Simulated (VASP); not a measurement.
# KI (I4mm) in VASP: notebook

KI is run at these levels: LDA; tasks: single point.

Program: VASP 6.6.1. These are calculated values, not measurements. Logs are shortened: lines on timing, memory, paths and dates and some standing lists are left out, and cuts for length are marked.

### Step 1. The cell of the first run

It takes space group I4mm (No. 107, tetragonal). Conventional cell: a = 4.953 Å, b = 4.953 Å, c = 6.822 Å, α = 90.00°, β = 90.00°, γ = 90.00°. K (site symmetry 4mm) has 6 I at 3.02 to 3.80 Å within 4.0 Å. I (site symmetry 4mm) has 6 K at 3.02 to 3.80 Å within 4.0 Å.

### Step 2. Single point, LDA (atoms displaced along a vibrational mode, the cell strained)

INCAR

```
SYSTEM = KI
PREC = Accurate
ENCUT = 520
EDIFF = 1E-6
ISMEAR = 0
SIGMA = 0.05
LREAL = .False.
LASPH = .True.
NELM = 60
ALGO = Normal
ISIF = 2
LWAVE = .False.
LCHARG = .True.
GGA = CA
LELF = .True.
LVHAR = .True.
NBANDS = 15
```

KPOINTS

```
regular mesh
0
Gamma
  6 6 6
  0 0 0
```

POSCAR

```
KI
1.0
    0.0000000000      3.5020028408      3.4109309835
    3.5020028408      0.0000000000      3.4109309835
    3.5020028408      3.5020028408      0.0000000000
K I
1 1
Direct
   -0.0434485484     -0.0434485484      0.0434485484
    0.5133861666      0.5133861666      0.4866138334
```

Potentials or basis: VASP PAW LDA potentials, release 64 (K_sv, I).

Command:

```console
> cat potpaw_LDA.64/K_sv/POTCAR potpaw_LDA.64/I/POTCAR > POTCAR
> mpirun -np 1 vasp_std > vasp.out
```

OUTCAR:

```text
SYSTEM = KI
   PREC = Accurate
   ENCUT = 520
   EDIFF = 1E-6
   ISMEAR = 0
   LREAL = .False.
   LASPH = .True.
   NELM = 60
   ISIF = 2
   GGA = CA

 ion  position               nearest neighbor table
   1  0.957  0.957  0.043-   2 3.02   2 3.52   2 3.52   2 3.52   2 3.52
   2  0.513  0.513  0.487-   1 3.02   1 3.52   1 3.52   1 3.52   1 3.52

  LATTYP: Found a body centered tetragonal cell.
 ALAT       =     4.9525799129
 C/A-ratio  =     1.3774360206

  Lattice vectors:

 A1 = (   0.0000000000,  -3.5020028408,  -3.4109309835)
 A2 = (   0.0000000000,   3.5020028408,  -3.4109309835)
 A3 = (   3.5020028408,   0.0000000000,   3.4109309835)

Analysis of symmetry for initial positions (statically):
=====================================================================
 Subroutine PRICEL returns:
 Original cell was already a primitive cell.

 Routine SETGRP: Setting up the symmetry group for a
 body centered tetragonal supercell.

 Subroutine GETGRP returns: Found  8 space group operations
 (whereof  8 operations were pure point group operations)
 out of a pool of 16 trial point group operations.

The static configuration has the point symmetry C_4v.

Analysis of symmetry for dynamics (positions and initial velocities):
=====================================================================
 Subroutine PRICEL returns:
 Original cell was already a primitive cell.

 Routine SETGRP: Setting up the symmetry group for a
 body centered tetragonal supercell.

 Subroutine GETGRP returns: Found  8 space group operations
 (whereof  8 operations were pure point group operations)
 out of a pool of 16 trial point group operations.

The dynamic configuration has the point symmetry C_4v.

 Subroutine INISYM returns: Found  8 space group operations
 (whereof  8 operations are pure point group operations),
 and found     1 'primitive' translations

----------------------------------------------------------------------------------------

                                     Primitive cell

  volume of cell :      83.6635

  direct lattice vectors                    reciprocal lattice vectors
     0.000000000  3.502002841  3.410930984    -0.142775441  0.142775441  0.146587545
     3.502002841  0.000000000  3.410930984     0.142775441 -0.142775441  0.146587545
     3.502002841  3.502002841  0.000000000     0.142775441  0.142775441 -0.146587545

  length of vectors
     4.888606557  4.888606557  4.952579913     0.249514652  0.249514652  0.249514652

  position of ions in fractional coordinates (direct lattice)
     0.956551452  0.956551452  0.043448548
     0.513386167  0.513386167  0.486613833

  ion indices of the primitive-cell ions
   primitive index   ion index
                 1           1
                 2           2

----------------------------------------------------------------------------------------

 KPOINTS: regular mesh

Automatic generation of k-mesh.
 Grid dimensions read from file:
 generate k-points for:    6    6    6

 Generating k-lattice:

  Cartesian coordinates                     Fractional coordinates (reciprocal lattice)
    -0.023795907  0.023795907  0.024431258     0.166666667  0.000000000  0.000000000
     0.023795907 -0.023795907  0.024431258     0.000000000  0.166666667  0.000000000
     0.023795907  0.023795907 -0.024431258    -0.000000000 -0.000000000  0.166666667

  Length of vectors
     0.041585775  0.041585775  0.041585775

  Shift w.r.t. Gamma in fractional coordinates (k-lattice)
     0.000000000  0.000000000  0.000000000

 Subroutine IBZKPT returns following result:
 ===========================================

 Found     30 irreducible k-points:

 Following reciprocal coordinates:
            Coordinates               Weight
  0.000000  0.000000  0.000000      1.000000
  0.166667  0.000000  0.000000      8.000000
  0.333333  0.000000  0.000000      8.000000
  0.500000  0.000000  0.000000      4.000000
  0.166667  0.166667  0.000000      2.000000
  0.333333  0.166667  0.000000      8.000000
[... 16 lines left out ...]
  0.333333  0.000000  0.333333      4.000000
  0.500000 -0.000000  0.333333     16.000000
 [... further k-points ...]
   k-points           NKPTS =     30   k-points in BZ     NKDIM =     30   number of bands    NBANDS=     15
   number of dos      NEDOS =    301   number of ions     NIONS =      2
   total plane-waves  NPLWV =  51840
   dimension x,y,z NGX =    36 NGY =   36 NGZ =   40
   dimension x,y,z NGXF=    72 NGYF=   72 NGZF=   80
   ions per type =               1   1
   NGX,Y,Z   is equivalent  to a cutoff of  12.24, 12.24, 13.43 a.u.
   NGXF,Y,Z  is equivalent  to a cutoff of  24.48, 24.48, 26.85 a.u.
 SYSTEM =  KI
   PREC   = accura    normal or accurate (medium, high low for compatibility)
   ISTART =      0    job   : 0-new  1-cont  2-samecut
   ICHARG =      2    charge: 1-file 2-atom 10-const
   ISPIN  =      1    spin polarized calculation?
   LNONCOLLINEAR =      F non collinear calculations
   LSORBIT =      F    spin-orbit coupling
   LASPH  =      T    aspherical Exc in radial PAW
   ENCUT  =  520.0 eV  38.22 Ry    6.18 a.u.   9.09  9.09  9.21*2*pi/ulx,y,z
   NELM   =     60;   NELMIN=  2; NELMDL= -5     # of ELM steps
   EDIFF  = 0.1E-05   stopping-criterion for ELM
   LREAL  =      F    real-space projection
[... 7 lines left out ...]
   TEBEG  =    0.0;   TEEND  =   0.0 temperature during run
   PSTRESS=    0.0 pullay stress
   NELECT =      16.0000    total number of electrons
   NUPDOWN=      -1.0000    fix difference up-down
   EMIN   =  10.00;   EMAX   =-10.00  energy-range for DOS
   EFERMI =   0.00;   METHOD = LEGACY
   ISMEAR =     0;   SIGMA  =   0.05  broadening in eV -4-tet -1-fermi 0-gaus
   EFERMI_NEDOS =   21; number of points for ismear=-14 and -15
   IALGO  =     38    algorithm
   IMIX   =      4    mixing-type and parameters
     AMIX     =   0.40;   BMIX     =  1.00
     AMIX_MAG =   1.60;   BMIX_MAG =  1.00
  volume/ion in A,a.u.               =      41.83       282.29
  Fermi-wavevector in a.u.,A,eV,Ry     =   0.943198  1.782386 12.104047  0.889622
  Thomas-Fermi vector in A             =   2.070882
   LORBIT       =      0    0 simple, 1 ext, 2 COOP (PROOUT), +10 PAW based schemes
   GGA     = CA    functional components
   LHFCALC =     F    Hartree Fock is set to
   AEXX    =    0.0000 exact exchange contribution
   IVDW    =     0    specifies the selected vdW correction
   LEPSILON=     F    determine dielectric tensor
   LRPA    =     F    only Hartree local field effects (RPA)
 non-spin polarized calculation
 Gauss-broadening in eV      SIGMA  =   0.05
  energy-cutoff  :      520.00
  volume of cell :       83.66
 maximum number of plane-waves:      2280
   NGX = 19   NGY = 19   NGZ = 19

 number of electron      15.9999999 magnetization

 Free energy of the ion-electron system (eV)
  ---------------------------------------------------
  ext. energy  EPLUGINS =         0.00000000
  ---------------------------------------------------
  free energy    TOTEN  =        -6.01426233 eV

  energy without entropy =       -6.01426233  energy(sigma->0) =       -6.01426233

 E-fermi :  -0.1089     XC(G=0):  -7.8106

 val. band max:       -0.3595315766   @ k =   0.0000   0.0000   0.0000
 cond. band min:       3.3841575756   @ k =   0.0000   0.0000   0.0000
 fundamental gap:      3.7436891523
 Fermi energy:        -0.1088837190

 k-point     1 :       0.0000    0.0000    0.0000
  band No.  band energies     occupation
      1     -28.3693      2.00000
      2     -12.2111      2.00000
      3     -12.0988      2.00000
      4     -12.0988      2.00000
      5     -10.9421      2.00000
      6      -0.3942      2.00000
      7      -0.3942      2.00000
      8      -0.3595      2.00000
      9       3.3842      0.00000
     10       5.9779      0.00000
     11       5.9779      0.00000
     12       6.0980      0.00000
     13       6.6886      0.00000
     14       7.0435      0.00000
     15       9.0015      0.00000

 k-point     2 :       0.1667    0.0000    0.0000
  band No.  band energies     occupation
      1     -28.3684      2.00000
      2     -12.2628      2.00000
      3     -12.1149      2.00000
      4     -12.1005      2.00000
      5     -10.8378      2.00000
      6      -0.8602      2.00000
      7      -0.4888      2.00000
      8      -0.4545      2.00000
      9       4.0459      0.00000
     10       5.8267      0.00000
     11       6.1859      0.00000
     12       6.3284      0.00000
     13       7.1172      0.00000
     14       7.4862      0.00000
     15       9.9119      0.00000

 k-point     3 :       0.3333    0.0000    0.0000
  band No.  band energies     occupation
      1     -28.3668      2.00000
      2     -12.3653      2.00000
      3     -12.1252      2.00000
      4     -12.1040      2.00000
      5     -10.6493      2.00000
      6      -1.5565      2.00000
      7      -0.6644      2.00000
      8      -0.6274      2.00000
      9       4.7669      0.00000
     10       6.4531      0.00000
     11       6.8159      0.00000
     12       6.9662      0.00000
     13       8.0532      0.00000
     14       8.4462      0.00000
     15       9.1819      0.00000

 k-point     4 :       0.5000    0.0000    0.0000
  band No.  band energies     occupation
      1     -28.3659      2.00000
      2     -12.4117      2.00000
      3     -12.1273      2.00000
      4     -12.1057      2.00000
      5     -10.5615      2.00000
      6      -1.8423      2.00000
      7      -0.7464      2.00000
      8      -0.7087      2.00000
      9       4.9120      0.00000
     10       7.0536      0.00000
     11       7.4820      0.00000
     12       7.7078      0.00000
     13       8.1894      0.00000
     14       8.5755      0.00000
     15       8.7987      0.00000
[... 307 lines left out ...]
 k-point    22 :      -0.3333    0.5000    0.1667
  band No.  band energies     occupation
      1     -28.3646      2.00000
      2     -12.3202      2.00000
      3     -12.1394      2.00000
      4     -12.1372      2.00000
      5     -10.6764      2.00000
      6      -1.2438      2.00000
      7      -1.0029      2.00000
      8      -0.9661      2.00000
      9       5.0149      0.00000
     10       5.7976      0.00000
     11       6.6614      0.00000
     12       7.9763      0.00000
     13       8.2203      0.00000
     14       9.0381      0.00000
     15       9.9599      0.00000

 k-point    23 :       0.3333    0.0000    0.3333
  band No.  band energies     occupation
      1     -28.3661      2.00000
      2     -12.2714      2.00000
      3     -12.1541      2.00000
      4     -12.1144      2.00000
      5     -10.7480      2.00000
      6      -1.4123      2.00000
      7      -0.7089      2.00000
      8      -0.6431      2.00000
      9       4.6649      0.00000
     10       5.1962      0.00000
     11       7.1767      0.00000
     12       7.6399      0.00000
     13       8.3547      0.00000
     14       8.4021      0.00000
     15       9.4612      0.00000

 k-point    24 :       0.5000   -0.0000    0.3333
  band No.  band energies     occupation
      1     -28.3653      2.00000
      2     -12.2922      2.00000
      3     -12.1551      2.00000
      4     -12.1220      2.00000
      5     -10.7040      2.00000
      6      -1.4424      2.00000
      7      -0.9473      2.00000
      8      -0.7379      2.00000
      9       4.7764      0.00000
     10       5.7210      0.00000
     11       7.2943      0.00000
     12       7.8049      0.00000
     13       8.4445      0.00000
     14       8.8576      0.00000
     15       9.2808      0.00000

 [... further k-points ...]
[... 5 lines left out ...]
  --------------------------------------------------------------------------------------
  -------------------------------------------------------------------------------------
  Total       -0.5672594     -0.5672594      1.5713507      0.0000000      0.0000000      0.0000000
  in kB      -10.8631640    -10.8631640     30.0917745      0.0000000      0.0000000      0.0000000
  external PRESSURE =       2.7884822 kB  Pullay stress =       0.0000000 kB

 VOLUME and BASIS-vectors are now :
 -----------------------------------------------------------------------------
  energy-cutoff  :      520.00
  volume of cell :       83.66
      direct lattice vectors                 reciprocal lattice vectors
     0.000000000  3.502002841  3.410930984    -0.142775441  0.142775441  0.146587545
     3.502002841  0.000000000  3.410930984     0.142775441 -0.142775441  0.146587545
     3.502002841  3.502002841  0.000000000     0.142775441  0.142775441 -0.146587545

 POSITION                                       TOTAL-FORCE (eV/Angst)
 -----------------------------------------------------------------------------------
      3.50200      3.50200      6.52546         0.000000      0.000000      0.843409
      3.50200      3.50200      3.50225         0.000000      0.000000     -0.843409
 -----------------------------------------------------------------------------------
    total drift:                                0.000000      0.000000      0.000019

  FREE ENERGIE OF THE ION-ELECTRON SYSTEM (eV)
  ---------------------------------------------------
  free  energy   TOTEN  =        -6.0142623311 eV

  energy  without entropy=       -6.0142623311  energy(sigma->0) =       -6.01426233
```

Run time: 66 s. Hardware: 1 thread of AMD EPYC 7R13, shared host; peak memory 0.17 GiB.

Results:

```yaml
Free_energy: -6.0143 eV
Pressure: 0.3 GPa
Largest_force: 0.843 eV/Å
Band_gap_on_the_k_mesh: 3.74 eV
```

Forces in eV/Å, atoms in the order of the input:
```
K    0.000  0.000  0.843
I    0.000  0.000 -0.843
```

Levels at points of the mesh, in eV from the valence-band top:
| k point | band 6 | band 7 | band 8 | band 9 | band 10 | band 11 |
| --- | --- | --- | --- | --- | --- | --- |
| (0.00, 0.00, 0.00) | -0.03 | -0.03 | 0.00 | 3.74 | 6.34 | 6.34 |
| (0.50, 0.00, 0.00) | -1.48 | -0.39 | -0.35 | 5.27 | 7.41 | 7.84 |
| (0.50, 0.50, 0.00) | -1.02 | -0.42 | -0.42 | 4.61 | 5.61 | 7.70 |
| (0.50, 0.00, 0.50) | -1.12 | -0.43 | -0.36 | 4.77 | 5.58 | 8.02 |

Caveat: the cell differs from its parent crystal (atoms displaced along a vibrational mode, the cell strained); spin-orbit coupling is left out, which moves the levels of the heavy elements.

### Step 3. Single point, LDA (atoms displaced along a vibrational mode, the cell strained)

INCAR

```
  PREC = Accurate
  ENCUT = 520
  EDIFF = 1E-6
  ISMEAR = 0
  SIGMA = 0.05
  LREAL = F
  LASPH = T
  NELM = 100
  ALGO = Normal
  ISIF = 2
  LWAVE = F
  LCHARG = F
  NBANDS = 15
```

KPOINTS

```
Automatic mesh
0
Gamma
  6 6 6
```

POSCAR

```
KI
1.0
    0.0000000000      3.5020028408      3.4109309835
    3.5020028408      0.0000000000      3.4109309835
    3.5020028408      3.5020028408      0.0000000000
K I
1 1
Direct
   -0.0724142474     -0.0724142474      0.0724142474
    0.5223102777      0.5223102777      0.4776897223
```

Potentials or basis: VASP PAW LDA potentials, release 64 (K_sv, I).

Command:

```console
> cat potpaw_LDA.64/K_sv/POTCAR potpaw_LDA.64/I/POTCAR > POTCAR
> mpirun -np 1 vasp_std > vasp.out
```

OUTCAR:

```text
PREC = Accurate
   ENCUT = 520
   EDIFF = 1E-6
   ISMEAR = 0
   LREAL = F
   LASPH = T
   NELM = 100
   ISIF = 2

 ion  position               nearest neighbor table
   1  0.928  0.928  0.072-   2 2.76   2 3.56   2 3.56   2 3.56   2 3.56
   2  0.522  0.522  0.478-   1 2.76   1 3.56   1 3.56   1 3.56   1 3.56

  LATTYP: Found a body centered tetragonal cell.
 ALAT       =     4.9525799129
 C/A-ratio  =     1.3774360206

  Lattice vectors:
[... 608 lines left out ...]
      7      -0.9978      2.00000
      8      -0.6892      2.00000
      9       4.8984      0.00000
     10       5.6447      0.00000
     11       7.2557      0.00000
     12       7.8398      0.00000
     13       8.4009      0.00000
     14       8.7544      0.00000
     15       9.2203      0.00000

 [... further k-points ...]
[... 5 lines left out ...]
  --------------------------------------------------------------------------------------
  -------------------------------------------------------------------------------------
  Total       -0.6793524     -0.6793524      5.1980280      0.0000000      0.0000000     -0.0000000
  in kB      -13.0097753    -13.0097753     99.5435856      0.0000000      0.0000000     -0.0000000
  external PRESSURE =      24.5080117 kB  Pullay stress =       0.0000000 kB

 VOLUME and BASIS-vectors are now :
 -----------------------------------------------------------------------------
  energy-cutoff  :      520.00
  volume of cell :       83.66
      direct lattice vectors                 reciprocal lattice vectors
     0.000000000  3.502002841  3.410930984    -0.142775441  0.142775441  0.146587545
     3.502002841  0.000000000  3.410930984     0.142775441 -0.142775441  0.146587545
     3.502002841  3.502002841  0.000000000     0.142775441  0.142775441 -0.146587545

 POSITION                                       TOTAL-FORCE (eV/Angst)
 -----------------------------------------------------------------------------------
      3.50200      3.50200      6.32786         0.000000      0.000000      2.251896
      3.50200      3.50200      3.56313         0.000000      0.000000     -2.251896
 -----------------------------------------------------------------------------------
    total drift:                               -0.000003     -0.000003     -0.000068

  FREE ENERGIE OF THE ION-ELECTRON SYSTEM (eV)
  ---------------------------------------------------
  free  energy   TOTEN  =        -5.6387452526 eV

  energy  without entropy=       -5.6387452526  energy(sigma->0) =       -5.63874525
```

OSZICAR:

```text
N       E                     dE             d eps       ncg     rms          rms(c)
DAV:   1     0.867042418476E+02    0.86704E+02   -0.61357E+03   900   0.866E+02
DAV:   2     0.658310213203E+00   -0.86046E+02   -0.80971E+02  1166   0.224E+02
DAV:   3    -0.562681620199E+01   -0.62851E+01   -0.62597E+01  1622   0.475E+01
DAV:   4    -0.576947085873E+01   -0.14265E+00   -0.14262E+00  1195   0.595E+00
DAV:   5    -0.577216836877E+01   -0.26975E-02   -0.26975E-02  1486   0.698E-01    0.590E+00
DAV:   6    -0.565806534317E+01    0.11410E+00   -0.11561E-01  1166   0.218E+00    0.381E+00
DAV:   7    -0.563912606363E+01    0.18939E-01   -0.11550E-01  1250   0.201E+00    0.864E-01
DAV:   8    -0.563867881423E+01    0.44725E-03   -0.16308E-02  1054   0.911E-01    0.156E-01
DAV:   9    -0.563872067910E+01   -0.41865E-04   -0.68737E-04  1299   0.169E-01    0.940E-02
DAV:  10    -0.563873669398E+01   -0.16015E-04   -0.94559E-05  1190   0.706E-02    0.439E-02
DAV:  11    -0.563874553210E+01   -0.88381E-05   -0.22627E-05  1124   0.360E-02    0.845E-03
DAV:  12    -0.563874525257E+01    0.27953E-06   -0.17764E-06  1106   0.113E-02
   1 F= -.56387453E+01 E0= -.56387453E+01  d E =-.671689E-15
```

stdout:

```text
POSCAR found type information on POSCAR K I
 POSCAR found :  2 types and       2 ions
 scaLAPACK will be used
 LDA part: xc-table for (Slater(with rela. corr.)+CA(PZ))
 , standard interpolation
 POSCAR, INCAR and KPOINTS ok, starting setup
 FFT: planning ... GRIDC
 FFT: planning ... GRID_SOFT
 FFT: planning ... GRID
 WAVECAR not read
 entering main loop
```

Wall time 70 s (1 thread of AMD EPYC 7R13, shared host); peak memory 0.16 GiB.

Results:

```
Free energy            : -5.6387 eV
Pressure               : 2.5 GPa
Largest force          : 2.252 eV/Å
Band gap on the k mesh : 3.70 eV
```

Forces on the atoms (eV/Å):
```
K    0.000  0.000  2.252
I    0.000  0.000 -2.252
```

Levels at points of the mesh, in eV from the valence-band top:
| k point | band 6 | band 7 | band 8 | band 9 | band 10 | band 11 |
| --- | --- | --- | --- | --- | --- | --- |
| (0.00, 0.00, 0.00) | -0.14 | -0.14 | 0.00 | 3.70 | 6.52 | 6.52 |
| (0.50, 0.00, 0.00) | -1.47 | -0.41 | -0.29 | 5.17 | 7.24 | 7.65 |
| (0.50, 0.50, 0.00) | -0.90 | -0.44 | -0.44 | 4.60 | 5.51 | 7.16 |
| (0.50, 0.00, 0.50) | -1.13 | -0.57 | -0.29 | 4.99 | 5.50 | 7.99 |

Caveat: the cell differs from its parent crystal (atoms displaced along a vibrational mode, the cell strained); the stress differs along the axes, from -1 to 10 GPa; spin-orbit coupling is left out, which moves the levels of the heavy elements; forces of over 1 eV/Å act on the atoms, so gaps and moduli don't describe the material at rest.

(Continued in part 2 of 2.)
